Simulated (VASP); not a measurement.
# Sr (P-1) in VASP: single point with PBE

Aim: the single point of Sr with PBE.

Program: VASP 6.6.1. These are calculated values, not measurements. Logs are shortened: lines on timing, memory, paths and dates and some standing lists are left out, and cuts for length are marked.

### Step 1. The cell of the first run

The typed cell holds 6 atoms: a = 4.190 Å, b = 7.433 Å, c = 10.592 Å, α = 90.98°, β = 90.06°, γ = 90.04°.

The cell was built from a structure type or drawn by symmetry, and may not be a known phase.

### Step 2. Single point, PBE

INCAR

```
SYSTEM = Sr
  PREC = Accurate
  ENCUT = 520
  EDIFF = 1E-6
  ISMEAR = 0
  SIGMA = 0.1
  LREAL = .FALSE.
  LASPH = .TRUE.
  NELM = 100
  ALGO = Fast
  ISIF = 2
  LWAVE = .FALSE.
  LCHARG = .FALSE.
  GGA = PE
  NBANDS = 39
```

KPOINTS

```
Automatic mesh
0
G
  4 4 2
  0 0 0
```

POSCAR

```
Sr
1.0
    4.1900233170     -0.0042066293     -0.0095169563
    0.0010118524      7.4239226080     -0.3733585361
    0.0141659420      0.3504184207     10.5866705583
Sr
6
Direct
    0.7485895769      0.4163238171      0.1666935026
    0.2496308612      0.2499069497      0.5001950337
    0.2491835211      0.9164392483      0.1664353156
    0.7508164789      0.0835607517      0.8335646844
    0.2514104231      0.5836761829      0.8333064974
    0.7503691388      0.7500930503      0.4998049663
```

Potentials or basis: VASP PAW PBE potentials, release 64 (Sr_sv).

Run with:

```console
$ cat potpaw_PBE.64/Sr_sv/POTCAR > POTCAR
$ mpirun -np 1 vasp_std > vasp.out
```

OUTCAR:

```text
SYSTEM = Sr
   PREC = Accurate
   ENCUT = 520
   EDIFF = 1E-6
   ISMEAR = 0
   LREAL = .FALSE.
   LASPH = .TRUE.
   NELM = 100
   ISIF = 2
   GGA = PE

 ion  position               nearest neighbor table
   1  0.749  0.416  0.167-   3 4.26   3 4.27   3 4.27   3 4.27   4 4.27   6 4.28   5 4.30   2 4.31
                             2 4.31   5 4.31
   2  0.250  0.250  0.500-   6 4.26   6 4.27   6 4.27   6 4.27   5 4.28   3 4.28   4 4.30   1 4.31
                             4 4.31   1 4.31
   3  0.249  0.916  0.166-   1 4.26   1 4.27   1 4.27   1 4.27   5 4.27   2 4.28   4 4.30   6 4.30
                             6 4.31   4 4.31
   4  0.751  0.084  0.834-   5 4.26   5 4.27   5 4.27   5 4.27   1 4.27   6 4.28   3 4.30   2 4.30
                             2 4.31   3 4.31
   5  0.251  0.584  0.833-   4 4.26   4 4.27   4 4.27   4 4.27   3 4.27   2 4.28   1 4.30   6 4.31
                             6 4.31   1 4.31
   6  0.750  0.750  0.500-   2 4.26   2 4.27   2 4.27   2 4.27   1 4.28   4 4.28   3 4.30   5 4.31
                             3 4.31   5 4.31

  LATTYP: Found a triclinic cell.
 ALAT       =     8.5301556046
 B/A-ratio  =     0.4912027905
 C/A-ratio  =     1.2417684217
 COS(alpha) =     0.0009659433
 COS(beta)  =     0.0154279687
 COS(gamma) =     0.4905470637

  Lattice vectors:

 A1 = (   4.1910351694,   7.4197159787,  -0.3828754924)
 A2 = (   4.1900233170,  -0.0042066293,  -0.0095169563)
 A3 = (  -0.0141659420,  -0.3504184207, -10.5866705583)

Analysis of symmetry for initial positions (statically):
=====================================================================
 Subroutine PRICEL returns:
 Original cell was already a primitive cell.

 Routine SETGRP: Setting up the symmetry group for a
 triclinic supercell.

 Subroutine GETGRP returns: Found  2 space group operations
 (whereof  2 operations were pure point group operations)
 out of a pool of  2 trial point group operations.

The static configuration has the point symmetry S_2 .

Analysis of symmetry for dynamics (positions and initial velocities):
=====================================================================
 Subroutine PRICEL returns:
 Original cell was already a primitive cell.

 Routine SETGRP: Setting up the symmetry group for a
 triclinic supercell.

 Subroutine GETGRP returns: Found  2 space group operations
 (whereof  2 operations were pure point group operations)
 out of a pool of  2 trial point group operations.

The dynamic configuration has the point symmetry S_2 .

 Subroutine INISYM returns: Found  2 space group operations
 (whereof  2 operations are pure point group operations),
 and found     1 'primitive' translations

----------------------------------------------------------------------------------------

                                     Primitive cell

  volume of cell :     329.8626

  direct lattice vectors                    reciprocal lattice vectors
     4.190023317 -0.004206629 -0.009516956     0.238661386 -0.000048508 -0.000317745
     0.001011852  7.423922608 -0.373358536     0.000124898  0.134475801 -0.004451311
     0.014165942  0.350418421 10.586670558     0.000218951  0.004742494  0.094301134

  length of vectors
     4.190036237  7.433305087 10.592477862     0.238661602  0.134549511  0.094420565

  position of ions in fractional coordinates (direct lattice)
     0.748589577  0.416323817  0.166693503
     0.249630861  0.249906950  0.500195034
     0.249183521  0.916439248  0.166435316
     0.750816479  0.083560752  0.833564684
     0.251410423  0.583676183  0.833306497
     0.750369139  0.750093050  0.499804966

  ion indices of the primitive-cell ions
   primitive index   ion index
                 1           1
                 2           2
                 3           3
                 4           4
                 5           5
                 6           6

----------------------------------------------------------------------------------------

 KPOINTS: Automatic mesh

Automatic generation of k-mesh.
 Grid dimensions read from file:
 generate k-points for:    4    4    2

 Generating k-lattice:

  Cartesian coordinates                     Fractional coordinates (reciprocal lattice)
     0.059665346 -0.000012127 -0.000079436     0.250000000  0.000000000  0.000000000
     0.000031225  0.033618950 -0.001112828    -0.000000000  0.250000000  0.000000000
     0.000109475  0.002371247  0.047150567     0.000000000  0.000000000  0.500000000

  Length of vectors
     0.059665401  0.033637378  0.047210283

  Shift w.r.t. Gamma in fractional coordinates (k-lattice)
     0.000000000  0.000000000  0.000000000

 Subroutine IBZKPT returns following result:
 ===========================================

 Found     20 irreducible k-points:

 Following reciprocal coordinates:
            Coordinates               Weight
  0.000000  0.000000  0.000000      1.000000
  0.250000  0.000000 -0.000000      2.000000
  0.500000  0.000000 -0.000000      1.000000
 -0.000000  0.250000  0.000000      2.000000
  0.250000  0.250000 -0.000000      2.000000
  0.500000  0.250000  0.000000      2.000000
[... 12 lines left out ...]
  0.250000  0.500000  0.500000      2.000000
  0.500000  0.500000  0.500000      1.000000
   k-points           NKPTS =     20   k-points in BZ     NKDIM =     20   number of bands    NBANDS=     39
   number of dos      NEDOS =    301   number of ions     NIONS =      6
   total plane-waves  NPLWV = 143360
   dimension x,y,z NGX =    32 NGY =   56 NGZ =   80
   dimension x,y,z NGXF=    64 NGYF=  112 NGZF=  160
   ions per type =               6
   NGX,Y,Z   is equivalent  to a cutoff of  12.70, 12.52, 12.56 a.u.
   NGXF,Y,Z  is equivalent  to a cutoff of  25.39, 25.05, 25.11 a.u.
 SYSTEM =  Sr
   PREC   = accura    normal or accurate (medium, high low for compatibility)
   ISTART =      0    job   : 0-new  1-cont  2-samecut
   ICHARG =      2    charge: 1-file 2-atom 10-const
   ISPIN  =      1    spin polarized calculation?
   LNONCOLLINEAR =      F non collinear calculations
   LSORBIT =      F    spin-orbit coupling
   LASPH  =      T    aspherical Exc in radial PAW
   ENCUT  =  520.0 eV  38.22 Ry    6.18 a.u.   7.79 13.82 19.69*2*pi/ulx,y,z
   NELM   =    100;   NELMIN=  2; NELMDL= -5     # of ELM steps
   EDIFF  = 0.1E-05   stopping-criterion for ELM
   LREAL  =      F    real-space projection
   EDIFFG = 0.1E-04   stopping-criterion for IOM
   NSW    =      0    number of steps for IOM
   IBRION =     -1    ionic relax: 0-MD 1-quasi-New 2-CG
   NFREE  =      0    steps in history (QN), initial steepest desc. (CG)
   ISIF   =      2    stress and relaxation
   ISYM   =      2    0-nonsym 1-usesym 2-fastsym
   POTIM  = 0.5000    time-step for ionic-motion
   TEBEG  =    0.0;   TEEND  =   0.0 temperature during run
   PSTRESS=    0.0 pullay stress
   NELECT =      60.0000    total number of electrons
   NUPDOWN=      -1.0000    fix difference up-down
   EMIN   =  10.00;   EMAX   =-10.00  energy-range for DOS
   EFERMI =   0.00;   METHOD = LEGACY
   ISMEAR =     0;   SIGMA  =   0.10  broadening in eV -4-tet -1-fermi 0-gaus
   EFERMI_NEDOS =   21; number of points for ismear=-14 and -15
   IALGO  =     68    algorithm
   IMIX   =      4    mixing-type and parameters
     AMIX     =   0.40;   BMIX     =  1.00
     AMIX_MAG =   1.60;   BMIX_MAG =  1.00
  volume/ion in A,a.u.               =      54.98       371.00
  Fermi-wavevector in a.u.,A,eV,Ry     =   0.927572  1.752857 11.706311  0.860390
  Thomas-Fermi vector in A             =   2.053656
   LORBIT       =      0    0 simple, 1 ext, 2 COOP (PROOUT), +10 PAW based schemes
   GGA     = PE    functional components
   LHFCALC =     F    Hartree Fock is set to
   AEXX    =    0.0000 exact exchange contribution
   IVDW    =     0    specifies the selected vdW correction
   LEPSILON=     F    determine dielectric tensor
   LRPA    =     F    only Hartree local field effects (RPA)
 non-spin polarized calculation
 RMM-DIIS sequential band-by-band and
 Gauss-broadening in eV      SIGMA  =   0.10
  energy-cutoff  :      520.00
  volume of cell :      329.86
 maximum number of plane-waves:      8918
   NGX = 15   NGY = 27   NGZ = 39

 number of electron      60.0000001 magnetization

 Free energy of the ion-electron system (eV)
  ---------------------------------------------------
  ext. energy  EPLUGINS =         0.00000000
  ---------------------------------------------------
  free energy    TOTEN  =        -9.86546623 eV

  energy without entropy =       -9.82103534  energy(sigma->0) =       -9.84325079

 E-fermi :   1.5641     XC(G=0):  -7.3514

 val. band max:        1.5629244225   @ k =  -0.0000   0.2500   0.5000
 cond. band min:       1.5748782845   @ k =   0.2500   0.5000   0.5000
 fundamental gap:      0.0119538620
 Fermi energy:         1.5640954963

 k-point     1 :       0.0000    0.0000    0.0000
  band No.  band energies     occupation
      1     -35.0360      2.00000
      2     -35.0268      2.00000
      3     -35.0262      2.00000
      4     -35.0216      2.00000
      5     -35.0209      2.00000
      6     -35.0184      2.00000
[... 31 lines left out ...]
     38       3.1115      0.00000
     39       3.8168      0.00000

 k-point     2 :       0.2500    0.0000   -0.0000
  band No.  band energies     occupation
      1     -35.0305      2.00000
      2     -35.0231      2.00000
      3     -35.0224      2.00000
      4     -35.0195      2.00000
      5     -35.0186      2.00000
      6     -35.0178      2.00000
[... 31 lines left out ...]
     38       2.5903      0.00000
     39       3.1105      0.00000

 k-point     3 :       0.5000    0.0000   -0.0000
  band No.  band energies     occupation
      1     -35.0213      2.00000
      2     -35.0213      2.00000
      3     -35.0183      2.00000
      4     -35.0183      2.00000
      5     -35.0174      2.00000
      6     -35.0173      2.00000
[... 664 lines left out ...]
 k-point    19 :       0.2500    0.5000    0.5000
  band No.  band energies     occupation
      1     -35.0245      2.00000
      2     -35.0243      2.00000
      3     -35.0237      2.00000
      4     -35.0228      2.00000
      5     -35.0187      2.00000
      6     -35.0180      2.00000
[... 31 lines left out ...]
     38       2.4579      0.00000
     39       3.3124      0.00000

 k-point    20 :       0.5000    0.5000    0.5000
  band No.  band energies     occupation
      1     -35.0213      2.00000
      2     -35.0213      2.00000
      3     -35.0184      2.00000
      4     -35.0183      2.00000
      5     -35.0174      2.00000
      6     -35.0173      2.00000
[... 31 lines left out ...]
     38       2.6676      0.00000
     39       2.6753      0.00000

------------------------ aborting loop because EDIFF is reached ----------------------------------------

  FORCE on cell =-STRESS in cart. coord.  units (eV):
  Direction    XX          YY          ZZ          XY          YZ          ZX
  --------------------------------------------------------------------------------------
  -------------------------------------------------------------------------------------
  Total        0.3083528     -0.1918661     -0.0962135      0.0063749     -0.0802828      0.0012183
  in kB        1.4977023     -0.9319142     -0.4673192      0.0309634     -0.3899421      0.0059176
  external PRESSURE =       0.0328230 kB  Pullay stress =       0.0000000 kB

 VOLUME and BASIS-vectors are now :
 -----------------------------------------------------------------------------
  energy-cutoff  :      520.00
  volume of cell :      329.86
      direct lattice vectors                 reciprocal lattice vectors
     4.190023317 -0.004206629 -0.009516956     0.238661386 -0.000048508 -0.000317745
     0.001011852  7.423922608 -0.373358536     0.000124898  0.134475801 -0.004451311
     0.014165942  0.350418421 10.586670558     0.000218951  0.004742494  0.094301134

 POSITION                                       TOTAL-FORCE (eV/Angst)
 -----------------------------------------------------------------------------------
      3.13939      3.14602      1.60217         0.003823      0.002373      0.000472
      1.05330      2.02952      5.19972         0.001315      0.001216     -0.002079
      1.04737      6.86085      1.41746         0.000833      0.000258      0.004162
      3.15783      0.90929      8.78633        -0.000833     -0.000258     -0.004162
      1.06581      4.62412      8.60163        -0.003823     -0.002373     -0.000472
      3.15190      5.74062      5.00408        -0.001315     -0.001216      0.002079
 -----------------------------------------------------------------------------------
    total drift:                                0.000000     -0.000000     -0.000000

  FREE ENERGIE OF THE ION-ELECTRON SYSTEM (eV)
  ---------------------------------------------------
  free  energy   TOTEN  =        -9.8654662346 eV

  energy  without entropy=       -9.8210353377  energy(sigma->0) =       -9.84325079
```

Wall time 6 min (1 thread of Intel Xeon Platinum 8259CL at 2.50GHz (Skylake/Cascade Lake), shared host); peak memory 0.47 GiB.

Results:

```yaml
Free_energy: -9.8655 eV
Pressure: 0.0 GPa
Largest_force: 0.005 eV/Å
Band_gap_on_the_k_mesh: zero (bands 30 and 31 overlap by 0.09 eV)
```

Forces on the atoms (eV/Å):
```
Sr   0.004  0.002  0.000
Sr   0.001  0.001 -0.002
Sr   0.001  0.000  0.004
Sr  -0.001  0.000 -0.004
Sr  -0.004 -0.002  0.000
Sr  -0.001 -0.001  0.002
```

Levels at points of the mesh, in eV from the Fermi level:
```
           k point  band 26  band 27  band 28  band 29  band 30  band 31  band 32  band 33  band 34  band 35
(0.00, 0.00, 0.00)    -2.10    -2.10    -0.92    -0.92    -0.67     0.19     0.19     0.40     0.73     0.74
(0.50, 0.00, 0.00)    -1.26    -0.33    -0.33    -0.33    -0.33     0.31     0.31     0.31     0.31     0.80
(0.00, 0.50, 0.00)    -2.78    -1.44    -1.44    -1.35    -1.35     0.65     0.65     0.80     0.80     1.20
(0.50, 0.50, 0.00)    -0.85    -0.85    -0.85    -0.60    -0.60     0.20     0.20     0.20     0.20     0.35
(0.00, 0.00, 0.50)    -3.20    -1.16    -1.10    -0.70    -0.70     0.01     0.08     0.44     0.44     0.97
(0.50, 0.00, 0.50)    -1.01    -1.01    -1.00     0.07     0.07     0.48     0.48     0.48     0.49     0.66
(0.00, 0.50, 0.50)    -2.42    -2.40    -2.40    -0.31    -0.31    -0.02    -0.02     1.09     1.09     1.12
(0.50, 0.50, 0.50)    -1.07    -0.62    -0.62    -0.62    -0.61     0.13     0.13     0.40     0.41     0.41
```

Caveat: the k points lie up to 0.37 Å⁻¹ apart.
